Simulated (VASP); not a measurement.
# SrTe in VASP: further runs

Runs on SrTe. Level: PBEsol. Tasks: single point, relaxation of cell and atoms.

All numbers are computed with VASP 6.6.1; they aren't measurements. Logs are shortened: lines on timing, memory, paths and dates and some standing lists are left out, and cuts for length are marked.

## (1) The cell of the first run

The typed cell holds 6 atoms: a = 4.672 Å, b = 4.672 Å, c = 11.441 Å, α = 90.00°, β = 90.00°, γ = 120.00°.

## (2) Single point, PBEsol

Contents of INCAR:

```
ALGO = Normal
EDIFF = 1E-6
ENCUT = 500
GGA = PS
GGA_COMPAT = False
ISIF = 2
ISMEAR = 0
LASPH = True
LCHARG = False
LREAL = False
LWAVE = False
NBANDS = 33
NELM = 120
PREC = Accurate
SIGMA = 0.02
```

Contents of KPOINTS:

```
k-points
0
Gamma
  6 6 4
```

Contents of POSCAR:

```
SrTe
1.0
    4.6723157477     -0.0000002948      0.0000000000
   -2.3361576185      4.0463442794      0.0000000000
    0.0000000000      0.0000000000     11.4406625469
Sr Te
3 3
Direct
    0.0000000000      0.0000000000      0.0000000000
    0.3333333333      0.6666666667      0.3333333333
    0.6666666667      0.3333333333      0.6666666667
    0.6666666667      0.3333333333      0.1666666667
    0.0000000000      0.0000000000      0.5000000000
    0.3333333333      0.6666666667      0.8333333333
```

Potentials or basis: VASP PAW PBE potentials, release 64 (Sr_sv, Te).

Command:

```
cat potpaw_PBE.64/Sr_sv/POTCAR potpaw_PBE.64/Te/POTCAR > POTCAR
mpirun -np 1 vasp_std > vasp.out
```

OUTCAR:

```text
EDIFF = 1E-6
   ENCUT = 500
   GGA = PS
   ISIF = 2
   ISMEAR = 0
   LASPH = True
   LREAL = False
   NELM = 120
   PREC = Accurate

 ion  position               nearest neighbor table
   1  0.000  0.000  0.000-   4 3.30   6 3.30   6 3.30   4 3.30   4 3.30   6 3.30   2 4.67   3 4.67
                             2 4.67   3 4.67   2 4.67   3 4.67
   2  0.333  0.667  0.333-   4 3.30   4 3.30   5 3.30   4 3.30   5 3.30   5 3.30   1 4.67   1 4.67
                             1 4.67   3 4.67   3 4.67   3 4.67
   3  0.667  0.333  0.667-   6 3.30   6 3.30   5 3.30   6 3.30   5 3.30   5 3.30   1 4.67   1 4.67
                             1 4.67   2 4.67   2 4.67   2 4.67
   4  0.667  0.333  0.167-   2 3.30   2 3.30   1 3.30   2 3.30   1 3.30   1 3.30
   5  0.000  0.000  0.500-   2 3.30   3 3.30   2 3.30   3 3.30   3 3.30   2 3.30
   6  0.333  0.667  0.833-   3 3.30   3 3.30   1 3.30   3 3.30   1 3.30   1 3.30

  LATTYP: Found a hexagonal cell.
 ALAT       =     4.6723157477
 C/A-ratio  =     2.4486064651

  Lattice vectors:

 A1 = (   4.6723157477,  -0.0000002948,   0.0000000000)
 A2 = (  -2.3361576185,   4.0463442794,   0.0000000000)
 A3 = (   0.0000000000,   0.0000000000,  11.4406625469)

Analysis of symmetry for initial positions (statically):
=====================================================================
 Subroutine PRICEL returns following result:

  LATTYP: Found a trigonal (rhomboedric) cell.
 ALAT       =     4.6711926016
 COS(alpha) =     0.4997595300

  Lattice vectors:

 A1 = (   2.3361579585,   1.3487812302,  -3.8135541831)
 A2 = (  -0.0000001700,  -2.6975627548,  -3.8135541819)
 A3 = (  -2.3361577885,   1.3487815246,  -3.8135541819)

   3 primitive cells build up your supercell.

 Routine SETGRP: Setting up the symmetry group for a
 hexagonal supercell.

 Subroutine GETGRP returns: Found 12 space group operations
 (whereof 12 operations were pure point group operations)
 out of a pool of 24 trial point group operations.

The static configuration has the point symmetry D_3d.

Analysis of symmetry for dynamics (positions and initial velocities):
=====================================================================
 Subroutine PRICEL returns following result:

  LATTYP: Found a trigonal (rhomboedric) cell.
 ALAT       =     4.6711926016
 COS(alpha) =     0.4997595300

  Lattice vectors:

 A1 = (   2.3361579585,   1.3487812302,  -3.8135541831)
 A2 = (  -0.0000001700,  -2.6975627548,  -3.8135541819)
 A3 = (  -2.3361577885,   1.3487815246,  -3.8135541819)

   3 primitive cells build up your supercell.

 Routine SETGRP: Setting up the symmetry group for a
 hexagonal supercell.

 Subroutine GETGRP returns: Found 12 space group operations
 (whereof 12 operations were pure point group operations)
 out of a pool of 24 trial point group operations.

The dynamic configuration has the point symmetry D_3d.

 Subroutine INISYM returns: Found 12 space group operations
 (whereof 12 operations are pure point group operations),
 and found     3 'primitive' translations

----------------------------------------------------------------------------------------

                                     Primitive cell

  volume of cell :      72.0983

  direct lattice vectors                    reciprocal lattice vectors
     2.336157958  1.348781230 -3.813554183     0.214026639  0.123568320 -0.087407525
    -0.000000170 -2.697562755 -3.813554182    -0.000000016 -0.247136666 -0.087407525
    -2.336157788  1.348781525 -3.813554182    -0.214026624  0.123568347 -0.087407525

  length of vectors
     4.671192602  4.671192601  4.671192601     0.262138527  0.262138527  0.262138527

  position of ions in fractional coordinates (direct lattice)
     0.000000000  0.000000000  0.000000000
     0.500000000  0.500000000  0.500000000

  ion indices of the primitive-cell ions
   primitive index   ion index
                 1           1
                 2           4

----------------------------------------------------------------------------------------

 KPOINTS: k-points

Automatic generation of k-mesh.
 Grid dimensions read from file:
 generate k-points for:    6    6    4

 Generating k-lattice:

  Cartesian coordinates                     Fractional coordinates (reciprocal lattice)
     0.035671107  0.020594720  0.000000000     0.166666667 -0.000000000  0.000000000
     0.000000003  0.041189444  0.000000000     0.000000000  0.166666667  0.000000000
     0.000000000  0.000000000  0.021851881     0.000000000  0.000000000  0.250000000

  Length of vectors
     0.041189444  0.041189444  0.021851881

  Shift w.r.t. Gamma in fractional coordinates (k-lattice)
     0.000000000  0.000000000  0.000000000

 Subroutine IBZKPT returns following result:
 ===========================================

 Found     24 irreducible k-points:

 Following reciprocal coordinates:
            Coordinates               Weight
  0.000000  0.000000  0.000000      1.000000
  0.166667 -0.000000  0.000000      6.000000
  0.333333 -0.000000  0.000000      6.000000
  0.500000 -0.000000  0.000000      3.000000
  0.166667  0.166667  0.000000      6.000000
  0.333333  0.166667  0.000000     12.000000
[... 16 lines left out ...]
  0.333333  0.166667  0.500000     12.000000
  0.333333  0.333333  0.500000      2.000000
   k-points           NKPTS =     24   k-points in BZ     NKDIM =     24   number of bands    NBANDS=     33
   number of dos      NEDOS =    301   number of ions     NIONS =      6
   total plane-waves  NPLWV = 108864
   dimension x,y,z NGX =    36 NGY =   36 NGZ =   84
   dimension x,y,z NGXF=    72 NGYF=   72 NGZF=  168
   ions per type =               3   3
   NGX,Y,Z   is equivalent  to a cutoff of  12.81, 12.81, 12.21 a.u.
   NGXF,Y,Z  is equivalent  to a cutoff of  25.62, 25.62, 24.41 a.u.
 SYSTEM =  unknown system
   PREC   = accura    normal or accurate (medium, high low for compatibility)
   ISTART =      0    job   : 0-new  1-cont  2-samecut
   ICHARG =      2    charge: 1-file 2-atom 10-const
   ISPIN  =      1    spin polarized calculation?
   LNONCOLLINEAR =      F non collinear calculations
   LSORBIT =      F    spin-orbit coupling
   LASPH  =      T    aspherical Exc in radial PAW
   ENCUT  =  500.0 eV  36.75 Ry    6.06 a.u.   8.52  8.52 20.86*2*pi/ulx,y,z
   NELM   =    120;   NELMIN=  2; NELMDL= -5     # of ELM steps
   EDIFF  = 0.1E-05   stopping-criterion for ELM
   LREAL  =      F    real-space projection
   EDIFFG = 0.1E-04   stopping-criterion for IOM
   NSW    =      0    number of steps for IOM
   IBRION =     -1    ionic relax: 0-MD 1-quasi-New 2-CG
   NFREE  =      0    steps in history (QN), initial steepest desc. (CG)
   ISIF   =      2    stress and relaxation
   ISYM   =      2    0-nonsym 1-usesym 2-fastsym
   POTIM  = 0.5000    time-step for ionic-motion
   TEBEG  =    0.0;   TEEND  =   0.0 temperature during run
   PSTRESS=    0.0 pullay stress
   NELECT =      48.0000    total number of electrons
   NUPDOWN=      -1.0000    fix difference up-down
   EMIN   =  10.00;   EMAX   =-10.00  energy-range for DOS
   EFERMI =   0.00;   METHOD = LEGACY
   ISMEAR =     0;   SIGMA  =   0.02  broadening in eV -4-tet -1-fermi 0-gaus
   EFERMI_NEDOS =   21; number of points for ismear=-14 and -15
   IALGO  =     38    algorithm
   IMIX   =      4    mixing-type and parameters
     AMIX     =   0.40;   BMIX     =  1.00
     AMIX_MAG =   1.60;   BMIX_MAG =  1.00
  volume/ion in A,a.u.               =      36.05       243.27
  Fermi-wavevector in a.u.,A,eV,Ry     =   0.991151  1.873004 13.366097  0.982380
  Thomas-Fermi vector in A             =   2.122872
   LORBIT       =      0    0 simple, 1 ext, 2 COOP (PROOUT), +10 PAW based schemes
   GGA     = PS    functional components
   LHFCALC =     F    Hartree Fock is set to
   AEXX    =    0.0000 exact exchange contribution
   IVDW    =     0    specifies the selected vdW correction
   LEPSILON=     F    determine dielectric tensor
   LRPA    =     F    only Hartree local field effects (RPA)
 non-spin polarized calculation
 Gauss-broadening in eV      SIGMA  =   0.02
  energy-cutoff  :      500.00
  volume of cell :      216.29
 maximum number of plane-waves:      5543
 NGX is ok and might be reduce to    36
   NGX = 17   NGY = 17   NGZ = 41

 number of electron      47.9999999 magnetization

 Free energy of the ion-electron system (eV)
  ---------------------------------------------------
  ext. energy  EPLUGINS =         0.00000000
  ---------------------------------------------------
  free energy    TOTEN  =       -26.50049454 eV

  energy without entropy =      -26.50049454  energy(sigma->0) =      -26.50049454

 E-fermi :   3.0962     XC(G=0):  -8.7745

 val. band max:        2.9155601074   @ k =   0.0000   0.0000   0.0000
 cond. band min:       4.4550569036   @ k =   0.5000  -0.0000   0.0000
 fundamental gap:      1.5394967962
 Fermi energy:         3.0961925778

 k-point     1 :       0.0000    0.0000    0.0000
  band No.  band energies     occupation
      1     -31.6028      2.00000
      2     -31.5989      2.00000
      3     -31.5989      2.00000
      4     -13.7350      2.00000
      5     -13.7350      2.00000
      6     -13.6264      2.00000
[... 25 lines left out ...]
     32       6.8029      0.00000
     33       7.3718      0.00000

 k-point     2 :       0.1667   -0.0000    0.0000
  band No.  band energies     occupation
      1     -31.6016      2.00000
      2     -31.5982      2.00000
      3     -31.5982      2.00000
      4     -13.7269      2.00000
      5     -13.7256      2.00000
      6     -13.6538      2.00000
[... 25 lines left out ...]
     32       7.2414      0.00000
     33       7.5731      0.00000

 k-point     3 :       0.3333   -0.0000    0.0000
  band No.  band energies     occupation
      1     -31.5991      2.00000
      2     -31.5971      2.00000
      3     -31.5966      2.00000
      4     -13.7338      2.00000
      5     -13.7162      2.00000
      6     -13.7154      2.00000
[... 25 lines left out ...]
     32       7.6780      0.00000
     33       7.8183      0.00000

 k-point     4 :       0.5000   -0.0000    0.0000
  band No.  band energies     occupation
      1     -31.5972      2.00000
      2     -31.5972      2.00000
      3     -31.5958      2.00000
      4     -13.7491      2.00000
      5     -13.7491      2.00000
      6     -13.7208      2.00000
[... 25 lines left out ...]
     32       8.4133      0.00000
     33       8.4133      0.00000

 k-point     5 :       0.1667    0.1667    0.0000
  band No.  band energies     occupation
      1     -31.5998      2.00000
      2     -31.5972      2.00000
      3     -31.5972      2.00000
      4     -13.7194      2.00000
      5     -13.7194      2.00000
      6     -13.6947      2.00000
[... 604 lines left out ...]
 k-point    22 :       0.1667    0.1667    0.5000
  band No.  band energies     occupation
      1     -31.5989      2.00000
      2     -31.5989      2.00000
      3     -31.5963      2.00000
      4     -13.7225      2.00000
      5     -13.7071      2.00000
      6     -13.7071      2.00000
[... 25 lines left out ...]
     32       7.5480      0.00000
     33       8.1787      0.00000

 k-point    23 :       0.3333    0.1667    0.5000
  band No.  band energies     occupation
      1     -31.5974      2.00000
      2     -31.5969      2.00000
      3     -31.5959      2.00000
      4     -13.7501      2.00000
      5     -13.7179      2.00000
      6     -13.7029      2.00000
[... 25 lines left out ...]
     32       8.1771      0.00000
     33       8.2874      0.00000

 k-point    24 :       0.3333    0.3333    0.5000
  band No.  band energies     occupation
      1     -31.5963      2.00000
      2     -31.5963      2.00000
      3     -31.5963      2.00000
      4     -13.7222      2.00000
      5     -13.7222      2.00000
      6     -13.7222      2.00000
[... 25 lines left out ...]
     32       8.0925      0.00000
     33       8.0926      0.00000

------------------------ aborting loop because EDIFF is reached ----------------------------------------

  FORCE on cell =-STRESS in cart. coord.  units (eV):
  Direction    XX          YY          ZZ          XY          YZ          ZX
  --------------------------------------------------------------------------------------
  -------------------------------------------------------------------------------------
  Total        0.1855102      0.1855102      0.1851157      0.0000000      0.0000000      0.0000000
  in kB        1.3741435      1.3741435      1.3712214      0.0000000      0.0000000      0.0000000
  external PRESSURE =       1.3731695 kB  Pullay stress =       0.0000000 kB

 VOLUME and BASIS-vectors are now :
 -----------------------------------------------------------------------------
  energy-cutoff  :      500.00
  volume of cell :      216.29
      direct lattice vectors                 reciprocal lattice vectors
     4.672315748 -0.000000295  0.000000000     0.214026639  0.123568320  0.000000000
    -2.336157619  4.046344279  0.000000000     0.000000016  0.247136666  0.000000000
     0.000000000  0.000000000 11.440662547     0.000000000  0.000000000  0.087407525

 POSITION                                       TOTAL-FORCE (eV/Angst)
 -----------------------------------------------------------------------------------
      0.00000      0.00000      0.00000         0.000000     -0.000000      0.000000
      0.00000      2.69756      3.81355         0.000000     -0.000000     -0.000000
      2.33616      1.34878      7.62711         0.000000      0.000000      0.000000
      2.33616      1.34878      1.90678         0.000000      0.000000      0.000000
      0.00000      0.00000      5.72033        -0.000000      0.000000      0.000000
      0.00000      2.69756      9.53389        -0.000000      0.000000      0.000000
 -----------------------------------------------------------------------------------
    total drift:                                0.000000     -0.000000      0.000000

  FREE ENERGIE OF THE ION-ELECTRON SYSTEM (eV)
  ---------------------------------------------------
  free  energy   TOTEN  =       -26.5004945445 eV

  energy  without entropy=      -26.5004945445  energy(sigma->0) =      -26.50049454
```

Wall time 5.2 min (1 thread of Oxide Virtual Turin-like, shared host); peak memory 0.35 GiB.

What came out:

| Item | Value |
| --- | --- |
| Free energy | -26.5005 eV |
| Pressure | 0.1 GPa |
| Band gap on the k mesh | 1.54 eV |

Levels at points of the mesh, in eV from the valence-band top:
| k point | band 21 | band 22 | band 23 | band 24 | band 25 | band 26 | band 27 | band 28 |
| --- | --- | --- | --- | --- | --- | --- | --- | --- |
| (0.00, 0.00, 0.00) | -0.96 | 0.00 | 0.00 | 0.00 | 2.81 | 3.18 | 3.18 | 3.18 |
| (0.50, 0.00, 0.00) | -1.08 | -1.08 | -0.77 | -0.77 | 1.54 | 3.44 | 3.44 | 3.88 |
| (0.00, 0.00, 0.50) | -0.39 | -0.39 | -0.39 | -0.39 | 3.06 | 3.06 | 3.55 | 3.55 |
| (0.50, 0.00, 0.50) | -1.18 | -1.18 | -0.88 | -0.88 | 2.21 | 2.21 | 3.78 | 4.70 |

Caveat: the PAW data sets were made with another functional, which shifts forces and pressure a little; spin-orbit coupling is left out, which moves the levels of the heavy elements. A k mesh can miss the band edges.

## (3) Relaxation of cell and atoms, PBEsol

This run uses another cell than the first one, of 33.86 Å³/atom.

Contents of INCAR:

```
SYSTEM = SrTe
ALGO     = Normal         ! electronic algorithm
EDIFF    = 1E-7           ! SCF threshold, eV
EDIFFG   = -0.005         ! ionic threshold
ENCUT    = 500            ! plane-wave cutoff, eV
GGA      = PS             ! functional
GGA_COMPAT= .False.      
IBRION   = 2              ! ionic algorithm
ISIF     = 3              ! what is computed and relaxed
ISMEAR   = 0              ! smearing method
LASPH    = .True.         ! aspherical terms in the spheres
LCHARG   = .False.        ! write CHGCAR
LREAL    = .False.        ! projectors in reciprocal space
LWAVE    = .False.        ! write WAVECAR
NELM     = 120            ! most SCF steps
NELMIN   = 4            
NSW      = 100            ! ionic steps
PREC     = Accurate       ! precision mode
SIGMA    = 0.02           ! smearing width, eV
```

Contents of KPOINTS:

```
k-points
0
Gamma
  6 6 4
  0 0 0
```

Contents of POSCAR:

```
SrTe
1.0
    4.5749810000      0.0000000000      0.0000000000
   -2.2874900000      3.9620500000      0.0000000000
    0.0000000000      0.0000000000     11.2063690000
Sr Te
3 3
Direct
    0.0000000000      0.0000000000      0.0000000000
    0.3333333300      0.6666666700      0.3333333300
    0.6666666700      0.3333333300      0.6666666700
    0.6666666700      0.3333333300      0.1666666700
    0.0000000000      0.0000000000      0.5000000000
    0.3333333300      0.6666666700      0.8333333300
```

Potentials or basis: VASP PAW PBE potentials, release 64 (Sr_sv, Te).

Command:

```
cat potpaw_PBE.64/Sr_sv/POTCAR potpaw_PBE.64/Te/POTCAR > POTCAR
mpirun -np 1 vasp_std > vasp.out
```

Wall time 8.7 min (1 thread of Oxide Virtual Turin-like, shared host); peak memory 0.36 GiB.

It converged, with:

- Free energy: -26.4997 eV
- Relaxed volume: 36.18 Å³/atom
- Relaxed cell: a = 4.677 Å, b = 4.677 Å, c = 11.456 Å, α = 90.00°, β = 90.00°, γ = 120.00°
- Space group after relaxing (to 0.1 Å): Fm-3m (No. 225)
- Energy gained by relaxing: 18.7 meV/atom
- Ionic steps: 3
- Pressure after relaxing: 0.0 GPa
- Band gap on the k mesh: 1.55 eV

Step by step:
| step | energy change (eV) | largest force (eV/Å) | pressure (GPa) | volume (Å³) |
| --- | --- | --- | --- | --- |
| 1 | 0.0000 | 0.0000 | 2.73 | 203.13 |
| 2 | -0.1063 | 0.0000 | -0.55 | 220.59 |
| 3 | -0.1124 | 0.0000 | 0.01 | 217.05 |

Final structure:
```
CELL_PARAMETERS angstrom
4.67740 0.00000 0.00000
-2.33870 4.05075 0.00000
0.00000 0.00000 11.45580
ATOMIC_POSITIONS crystal
Sr 0.00000 0.00000 0.00000
Sr 0.33333 0.66667 0.33333
Sr 0.66667 0.33333 0.66667
Te 0.66667 0.33333 0.16667
Te 0.00000 0.00000 0.50000
Te 0.33333 0.66667 0.83333
```

Levels at points of the mesh, in eV from the valence-band top:
| k point | band 22 | band 23 | band 24 | band 25 | band 26 | band 27 |
| --- | --- | --- | --- | --- | --- | --- |
| (0.00, 0.00, 0.00) | 0.00 | 0.00 | 0.00 | 2.79 | 3.19 | 3.19 |
| (0.50, 0.00, 0.00) | -1.08 | -0.77 | -0.77 | 1.55 | 3.44 | 3.44 |
| (0.00, 0.00, 0.50) | -0.39 | -0.39 | -0.39 | 3.06 | 3.06 | 3.55 |
| (0.50, 0.00, 0.50) | -1.17 | -0.88 | -0.88 | 2.22 | 2.22 | 3.78 |

Caveat: the PAW data sets were made with another functional, which shifts forces and pressure a little; spin-orbit coupling is left out, which moves the levels of the heavy elements.
